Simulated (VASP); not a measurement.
Write the native input for VASP 6.6.1 that does the following.

```
Task                   : single point
Functional             : r2SCAN
Dispersion             : D3(BJ)
Potentials or basis    : VASP PAW PBE potentials, release 64 (Li_sv)
Cutoff                 : 520 eV
k mesh                 : 11 × 11 × 11
Occupations            : fermi-dirac, width 0.05 eV
Spin                   : no spin polarisation
Dipole correction      : no
Further INCAR settings : ALGO = Normal; EDIFF = 1e-07; NBANDS = 8
```

Crystal: Li.

```
Li
1.0
    -1.71061    1.71061    1.71061
     1.71061   -1.71061    1.71061
     1.71061    1.71061   -1.71061
Li
1
Direct
  0.00000 0.00000 0.00000
```

One way to write it, as run:

POSCAR

```
Li
1.0
   -1.7106068878      1.7106068878      1.7106068878
    1.7106068878     -1.7106068878      1.7106068878
    1.7106068878      1.7106068878     -1.7106068878
Li
1
Direct
    0.0000000000      0.0000000000      0.0000000000
```

INCAR.step1

```
PREC = Accurate ; ENCUT = 520
ISMEAR = -1 ; SIGMA = 0.05
LREAL = False ; LASPH = True
NELM = 80 ; NBANDS = 8
GGA = PE ; ALGO = Normal
EDIFF = 1E-4 ; LWAVE = True
LCHARG = False
```

INCAR.step2

```
PREC = Accurate ; ENCUT = 520
EDIFF = 1E-7 ; ISMEAR = -1
SIGMA = 0.05 ; LREAL = False
LASPH = True ; NELM = 80
ALGO = Normal ; ISIF = 2
LWAVE = False ; LCHARG = False
METAGGA = R2SCAN ; LMIXTAU = True
IVDW = 12 ; VDW_S6 = 1.0
VDW_S8 = 0.78981345 ; VDW_A1 = 0.49484001
VDW_A2 = 5.73083694 ; NBANDS = 8
ISTART = 1
```

KPOINTS

```
regular mesh
0
Gamma
  11 11 11
```

Potentials or basis: VASP PAW PBE potentials, release 64 (Li_sv).

Command:

```bash
$ cat potpaw_PBE.64/Li_sv/POTCAR > POTCAR
$ cp INCAR.step1 INCAR
$ mpirun -np 1 vasp_std > vasp.out
$ cp INCAR.step2 INCAR
$ mpirun -np 1 vasp_std > vasp.out
```

It gave:

The band gap on the k mesh is zero (an odd number of electrons rules out a gap without spin polarisation) and the dispersion energy per atom is -0.081 eV.

Run time: 23 s on 1 thread of Intel(R) Xeon(R) Platinum 8488C (Sapphire Rapids), on a shared host, peak memory 0.14 GiB.
